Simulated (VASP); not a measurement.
Set up this calculation in VASP 6.6.1, as the native input.

```
Task                   : single point
Functional             : PBE
Potentials or basis    : VASP PAW PBE potentials, release 64 (W_sv)
Cutoff                 : 520 eV
k mesh                 : 15 × 15 × 15
Occupations            : gaussian, width 0.1 eV
Spin                   : no spin polarisation
Dipole correction      : no
Further INCAR settings : ALGO = Normal; EDIFF = 1e-07; NBANDS = 13
```

The structure of W lies in POSCAR:

```
W
1.0
   -1.4892746010      1.6170586010      1.6170586010
    1.6170586010     -1.4892746010      1.6170586010
    1.6170586010      1.6170586010     -1.4892746010
W
1
Direct
    0.0000000000      0.0000000000      0.0000000000
```

This cell differs from its parent crystal: strained.

One way to write it, as run:

INCAR

```
PREC = Accurate
ENCUT = 520
EDIFF = 1E-7
ISMEAR = 0
SIGMA = 0.1
LREAL = False
LASPH = True
NELM = 60
ALGO = Normal
ISIF = 2
LWAVE = False
LCHARG = False
GGA = PE
NBANDS = 13
```

KPOINTS

```
regular mesh
0
Gamma
  15 15 15
```

Potentials or basis: VASP PAW PBE potentials, release 64 (W_sv).

The run is started by

```console
$ cat potpaw_PBE.64/W_sv/POTCAR > POTCAR
$ mpirun -np 1 vasp_std > vasp.out
```

Results of the run:

The pressure is -8.6 GPa and the band gap on the k mesh is zero (band 7 reaches 13.36 eV, above the bottom of band 8 at 9.76 eV).

Caveat: the cell differs from its parent crystal (strained); spin-orbit coupling is left out, which moves the levels of the heavy elements.

Run time: 31 s on 1 thread of Intel(R) Xeon(R) Platinum 8488C (Sapphire Rapids), with other jobs on the host, peak memory 0.18 GiB.
